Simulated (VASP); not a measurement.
# KCdCO3F (P-6m2) in VASP: single point with PBE

Aim: the single point of KCdCO3F with PBE.

All numbers are computed with VASP 6.6.1; they aren't measurements. Logs are shortened: lines on timing, memory, paths and dates and some standing lists are left out, and cuts for length are marked.

### 1 The cell of the first run

Symmetry: P-6m2, No. 187, hexagonal system. Conventional cell: a = 5.132 Å, b = 5.132 Å, c = 4.432 Å, α = 90.00°, β = 90.00°, γ = 120.00°. Within 3.8 Å of K (site symmetry -6m2) lie 6 O at 2.78 Å and 3 F at 2.96 Å and 6 Cd at 3.70 Å and 6 C at 3.70 Å. Within 3.0 Å of Cd (site symmetry -6m2) lie 2 F at 2.22 Å and 6 O at 2.57 Å and 3 C at 2.96 Å. Within 1.7 Å of C (site symmetry -6m2) lie 3 O at 1.29 Å. O (site symmetry mm2) has 1 C at 1.29 Å within 1.7 Å. Within 3.0 Å of F (site symmetry -6m2) lie 2 Cd at 2.22 Å and 3 K at 2.96 Å.

### 2 Single point, PBE

File INCAR:

```
SYSTEM = KCdCO3F
PREC     = Accurate       ! precision mode
ENCUT    = 700            ! plane-wave cutoff, eV
EDIFF    = 1E-6           ! SCF threshold, eV
ISMEAR   = -1             ! smearing method
SIGMA    = 0.02           ! smearing width, eV
LREAL    = .False.        ! projectors in reciprocal space
LASPH    = .True.         ! aspherical terms in the spheres
NELM     = 120            ! most SCF steps
ALGO     = Normal         ! electronic algorithm
ISIF     = 2              ! what is computed and relaxed
LWAVE    = .False.        ! write WAVECAR
LCHARG   = .False.        ! write CHGCAR
GGA      = PE             ! functional
NBANDS   = 38             ! bands
GGA_COMPAT= .False.
```

File KPOINTS:

```
Automatic mesh
0
Gamma
  5 5 5
  0 0 0
```

File POSCAR:

```
KCdCO3F
1.0
    5.1324000000      0.0000000000      0.0000000000
   -2.5662000000      4.4447887824      0.0000000000
    0.0000000000      0.0000000000      4.4324000000
K Cd C O F
1 1 1 3 1
Direct
    0.0000000000      0.0000000000      0.0000000000
    0.6666666667      0.3333333333      0.5000000000
    0.3333333333      0.6666666667      0.5000000000
    0.1879054407      0.3758108815      0.5000000000
    0.1879054407      0.8120945593      0.5000000000
    0.6241891185      0.8120945593      0.5000000000
    0.6666666667      0.3333333333      0.0000000000
```

Potentials or basis: VASP PAW PBE potentials, release 64 (K_sv, Cd_sv_GW, C, O, F).

Started as:

```sh
> cat potpaw_PBE.64/K_sv/POTCAR potpaw_PBE.64/Cd_sv_GW/POTCAR potpaw_PBE.64/C/POTCAR potpaw_PBE.64/O/POTCAR potpaw_PBE.64/F/POTCAR > POTCAR
> mpirun -np 1 vasp_std > vasp.out
```

OUTCAR:

```text
SYSTEM = KCdCO3F
   PREC = Accurate
   ENCUT = 700
   EDIFF = 1E-6
   ISMEAR = -1
   LREAL = .False.
   LASPH = .True.
   NELM = 120
   ISIF = 2
   GGA = PE

 ion  position               nearest neighbor table
   1  0.000  0.000  0.000-   5 2.78   5 2.78   6 2.78   6 2.78   4 2.78   4 2.78
   2  0.667  0.333  0.500-   7 2.22   7 2.22
   3  0.333  0.667  0.500-   5 1.29   6 1.29   4 1.29
   4  0.188  0.376  0.500-   3 1.29   1 2.78   1 2.78
   5  0.188  0.812  0.500-   3 1.29   1 2.78   1 2.78
   6  0.624  0.812  0.500-   3 1.29   1 2.78   1 2.78
   7  0.667  0.333  0.000-   2 2.22   2 2.22

  LATTYP: Found a hexagonal cell.
 ALAT       =     5.1324000000
 C/A-ratio  =     0.8636115657

  Lattice vectors:

 A1 = (   5.1324000000,   0.0000000000,   0.0000000000)
 A2 = (  -2.5662000000,   4.4447887824,   0.0000000000)
 A3 = (   0.0000000000,   0.0000000000,   4.4324000000)

Analysis of symmetry for initial positions (statically):
=====================================================================
 Subroutine PRICEL returns:
 Original cell was already a primitive cell.

 Routine SETGRP: Setting up the symmetry group for a
 hexagonal supercell.

 Subroutine GETGRP returns: Found 12 space group operations
 (whereof 12 operations were pure point group operations)
 out of a pool of 24 trial point group operations.

The static configuration has the point symmetry D_3h.

Analysis of symmetry for dynamics (positions and initial velocities):
=====================================================================
 Subroutine PRICEL returns:
 Original cell was already a primitive cell.

 Routine SETGRP: Setting up the symmetry group for a
 hexagonal supercell.

 Subroutine GETGRP returns: Found 12 space group operations
 (whereof 12 operations were pure point group operations)
 out of a pool of 24 trial point group operations.

The dynamic configuration has the point symmetry D_3h.

 Subroutine INISYM returns: Found 12 space group operations
 (whereof 12 operations are pure point group operations),
 and found     1 'primitive' translations

----------------------------------------------------------------------------------------

                                     Primitive cell

  volume of cell :     101.1138

  direct lattice vectors                    reciprocal lattice vectors
     5.132400000  0.000000000  0.000000000     0.194840620  0.112491285  0.000000000
    -2.566200000  4.444788782  0.000000000     0.000000000  0.224982569  0.000000000
     0.000000000  0.000000000  4.432400000     0.000000000  0.000000000  0.225611407

  length of vectors
     5.132400000  5.132400000  4.432400000     0.224982569  0.224982569  0.225611407

  position of ions in fractional coordinates (direct lattice)
     0.000000000  0.000000000  0.000000000
     0.666666667  0.333333333  0.500000000
     0.333333333  0.666666667  0.500000000
     0.187905441  0.375810882  0.500000000
     0.187905441  0.812094559  0.500000000
     0.624189118  0.812094559  0.500000000
     0.666666667  0.333333333  0.000000000

  ion indices of the primitive-cell ions
   primitive index   ion index
                 1           1
                 2           2
                 3           3
                 4           4
                 5           5
                 6           6
                 7           7

----------------------------------------------------------------------------------------

 KPOINTS: Automatic mesh

Automatic generation of k-mesh.
 Grid dimensions read from file:
 generate k-points for:    5    5    5

 Generating k-lattice:

  Cartesian coordinates                     Fractional coordinates (reciprocal lattice)
     0.038968124  0.022498257  0.000000000     0.200000000 -0.000000000  0.000000000
     0.000000000  0.044996514  0.000000000     0.000000000  0.200000000  0.000000000
     0.000000000  0.000000000  0.045122281     0.000000000  0.000000000  0.200000000

  Length of vectors
     0.044996514  0.044996514  0.045122281

  Shift w.r.t. Gamma in fractional coordinates (k-lattice)
     0.000000000  0.000000000  0.000000000

 Subroutine IBZKPT returns following result:
 ===========================================

 Found     15 irreducible k-points:

 Following reciprocal coordinates:
            Coordinates               Weight
  0.000000  0.000000  0.000000      1.000000
  0.200000 -0.000000  0.000000      6.000000
  0.400000 -0.000000  0.000000      6.000000
  0.200000  0.200000  0.000000      6.000000
  0.400000  0.200000  0.000000      6.000000
  0.000000  0.000000  0.200000      2.000000
  0.200000 -0.000000  0.200000     12.000000
  0.400000 -0.000000  0.200000     12.000000
  0.200000  0.200000  0.200000     12.000000
  0.400000  0.200000  0.200000     12.000000
  0.000000  0.000000  0.400000      2.000000
  0.200000 -0.000000  0.400000     12.000000
  0.400000 -0.000000  0.400000     12.000000
  0.200000  0.200000  0.400000     12.000000
  0.400000  0.200000  0.400000     12.000000
   k-points           NKPTS =     15   k-points in BZ     NKDIM =     15   number of bands    NBANDS=     38
   number of dos      NEDOS =    301   number of ions     NIONS =      7
   total plane-waves  NPLWV =  92160
   dimension x,y,z NGX =    48 NGY =   48 NGZ =   40
   dimension x,y,z NGXF=    96 NGYF=   96 NGZF=   80
   ions per type =               1   1   1   3   1
   NGX,Y,Z   is equivalent  to a cutoff of  15.55, 15.55, 15.00 a.u.
   NGXF,Y,Z  is equivalent  to a cutoff of  31.10, 31.10, 30.01 a.u.
 SYSTEM =  KCdCO3F
   PREC   = accura    normal or accurate (medium, high low for compatibility)
   ISTART =      0    job   : 0-new  1-cont  2-samecut
   ICHARG =      2    charge: 1-file 2-atom 10-const
   ISPIN  =      1    spin polarized calculation?
   LNONCOLLINEAR =      F non collinear calculations
   LSORBIT =      F    spin-orbit coupling
   LASPH  =      T    aspherical Exc in radial PAW
   ENCUT  =  700.0 eV  51.45 Ry    7.17 a.u.  11.07 11.07  9.56*2*pi/ulx,y,z
   NELM   =    120;   NELMIN=  2; NELMDL= -5     # of ELM steps
   EDIFF  = 0.1E-05   stopping-criterion for ELM
   LREAL  =      F    real-space projection
   EDIFFG = 0.1E-04   stopping-criterion for IOM
   NSW    =      0    number of steps for IOM
   IBRION =     -1    ionic relax: 0-MD 1-quasi-New 2-CG
   NFREE  =      0    steps in history (QN), initial steepest desc. (CG)
   ISIF   =      2    stress and relaxation
   ISYM   =      2    0-nonsym 1-usesym 2-fastsym
   POTIM  = 0.5000    time-step for ionic-motion
   TEBEG  =    0.0;   TEEND  =   0.0 temperature during run
   PSTRESS=    0.0 pullay stress
   NELECT =      58.0000    total number of electrons
   NUPDOWN=      -1.0000    fix difference up-down
   EMIN   =  10.00;   EMAX   =-10.00  energy-range for DOS
   EFERMI =   0.00;   METHOD = LEGACY
   ISMEAR =    -1;   SIGMA  =   0.02  broadening in eV -4-tet -1-fermi 0-gaus
   EFERMI_NEDOS =   21; number of points for ismear=-14 and -15
   IALGO  =     38    algorithm
   IMIX   =      4    mixing-type and parameters
     AMIX     =   0.40;   BMIX     =  1.00
     AMIX_MAG =   1.60;   BMIX_MAG =  1.00
  volume/ion in A,a.u.               =      14.44        97.48
  Fermi-wavevector in a.u.,A,eV,Ry     =   1.360235  2.570472 25.174036  1.850239
  Thomas-Fermi vector in A             =   2.486915
   LORBIT       =      0    0 simple, 1 ext, 2 COOP (PROOUT), +10 PAW based schemes
   GGA     = PE    functional components
   LHFCALC =     F    Hartree Fock is set to
   AEXX    =    0.0000 exact exchange contribution
   IVDW    =     0    specifies the selected vdW correction
   LEPSILON=     F    determine dielectric tensor
   LRPA    =     F    only Hartree local field effects (RPA)
 non-spin polarized calculation
  energy-cutoff  :      700.00
  volume of cell :      101.11
 maximum number of plane-waves:      4273
 NGX is ok and might be reduce to    48
   NGX = 23   NGY = 23   NGZ = 19

 number of electron      58.0000006 magnetization

 Free energy of the ion-electron system (eV)
  ---------------------------------------------------
  ext. energy  EPLUGINS =         0.00000000
  ---------------------------------------------------
  free energy    TOTEN  =       -39.94480074 eV

  energy without entropy =      -39.94480074  energy(sigma->0) =      -39.94480074

 E-fermi :   1.2176     XC(G=0):  -9.3387

 val. band max:        0.7321173557   @ k =   0.0000   0.0000   0.4000
 cond. band min:       2.5634377684   @ k =   0.0000   0.0000   0.0000
 fundamental gap:      1.8313204127
 Fermi energy:         1.2176225283

 k-point     1 :       0.0000    0.0000    0.0000
  band No.  band energies     occupation
      1     -99.8570      2.00000
      2     -60.9484      2.00000
      3     -60.9484      2.00000
      4     -60.9337      2.00000
      5     -26.9705      2.00000
      6     -21.1260      2.00000
[... 30 lines left out ...]
     37      11.1557      0.00000
     38      11.7303      0.00000

 k-point     2 :       0.2000   -0.0000    0.0000
  band No.  band energies     occupation
      1     -99.8570      2.00000
      2     -60.9484      2.00000
      3     -60.9484      2.00000
      4     -60.9337      2.00000
      5     -26.9694      2.00000
      6     -21.1084      2.00000
[... 30 lines left out ...]
     37      10.7655      0.00000
     38      11.1952      0.00000

 k-point     3 :       0.4000   -0.0000    0.0000
  band No.  band energies     occupation
      1     -99.8570      2.00000
      2     -60.9484      2.00000
      3     -60.9484      2.00000
      4     -60.9337      2.00000
      5     -26.9676      2.00000
      6     -21.0742      2.00000
[... 30 lines left out ...]
     37      10.9611      0.00000
[... 412 lines left out ...]
 k-point    14 :       0.2000    0.2000    0.4000
  band No.  band energies     occupation
      1     -99.8570      2.00000
      2     -60.9484      2.00000
      3     -60.9484      2.00000
      4     -60.9339      2.00000
      5     -26.9615      2.00000
      6     -21.0216      2.00000
[... 30 lines left out ...]
     37      11.2431      0.00000
     38      11.2681      0.00000

 k-point    15 :       0.4000    0.2000    0.4000
  band No.  band energies     occupation
      1     -99.8570      2.00000
      2     -60.9484      2.00000
      3     -60.9484      2.00000
      4     -60.9339      2.00000
      5     -26.9609      2.00000
      6     -21.0016      2.00000
[... 30 lines left out ...]
     37      11.2946      0.00000
     38      11.5273      0.00000

------------------------ aborting loop because EDIFF is reached ----------------------------------------

  FORCE on cell =-STRESS in cart. coord.  units (eV):
  Direction    XX          YY          ZZ          XY          YZ          ZX
  --------------------------------------------------------------------------------------
  -------------------------------------------------------------------------------------
  Total        0.6010547      0.6010547      0.7252801      0.0000000      0.0000000      0.0000000
  in kB        9.5238823      9.5238823     11.4922681      0.0000000      0.0000000      0.0000000
  external PRESSURE =      10.1800109 kB  Pullay stress =       0.0000000 kB

 VOLUME and BASIS-vectors are now :
 -----------------------------------------------------------------------------
  energy-cutoff  :      700.00
  volume of cell :      101.11
      direct lattice vectors                 reciprocal lattice vectors
     5.132400000  0.000000000  0.000000000     0.194840620  0.112491285  0.000000000
    -2.566200000  4.444788782  0.000000000     0.000000000  0.224982569  0.000000000
     0.000000000  0.000000000  4.432400000     0.000000000  0.000000000  0.225611407

 POSITION                                       TOTAL-FORCE (eV/Angst)
 -----------------------------------------------------------------------------------
      0.00000      0.00000      0.00000        -0.000000     -0.000000      0.000000
      2.56620      1.48160      2.21620        -0.000000     -0.000000      0.000000
     -0.00000      2.96319      2.21620        -0.000000     -0.000000      0.000000
     -0.00000      1.67040      2.21620        -0.000000     -0.247140     -0.000000
     -1.11959      3.60959      2.21620        -0.214029      0.123570     -0.000000
      1.11959      3.60959      2.21620         0.214029      0.123570     -0.000000
      2.56620      1.48160      0.00000        -0.000000      0.000000      0.000000
 -----------------------------------------------------------------------------------
    total drift:                                0.000000     -0.000000      0.000000

  FREE ENERGIE OF THE ION-ELECTRON SYSTEM (eV)
  ---------------------------------------------------
  free  energy   TOTEN  =       -39.9448007443 eV

  energy  without entropy=      -39.9448007443  energy(sigma->0) =      -39.94480074
```

Run time: 2.1 min. Hardware: 1 thread of Intel Xeon Platinum 8259CL at 2.50GHz (Skylake/Cascade Lake), shared host; peak memory 0.37 GiB.

What came out:

| Property | Result |
| --- | --- |
| Free energy | -39.9448 eV |
| Pressure | 1.0 GPa |
| Largest force | 0.247 eV/Å |
| Band gap on the k mesh | 1.83 eV |

Forces in eV/Å, atoms in the order of the input:
```
K    0.000  0.000  0.000
Cd   0.000  0.000  0.000
C    0.000  0.000  0.000
O    0.000 -0.247  0.000
O   -0.214  0.124  0.000
O    0.214  0.124  0.000
F    0.000  0.000  0.000
```

Stress tensor (GPa, compression positive):
```
0.95 0.00 0.00
0.00 0.95 0.00
0.00 0.00 1.15
```

Levels at points of the mesh, in eV from the valence-band top:
```csv
k point,band 25,band 26,band 27,band 28,band 29,band 30,band 31,band 32,band 33,band 34
"(0.00, 0.00, 0.00)",-1.74,-1.74,-1.43,-1.43,0.00,1.83,5.85,6.32,8.90,8.90
```
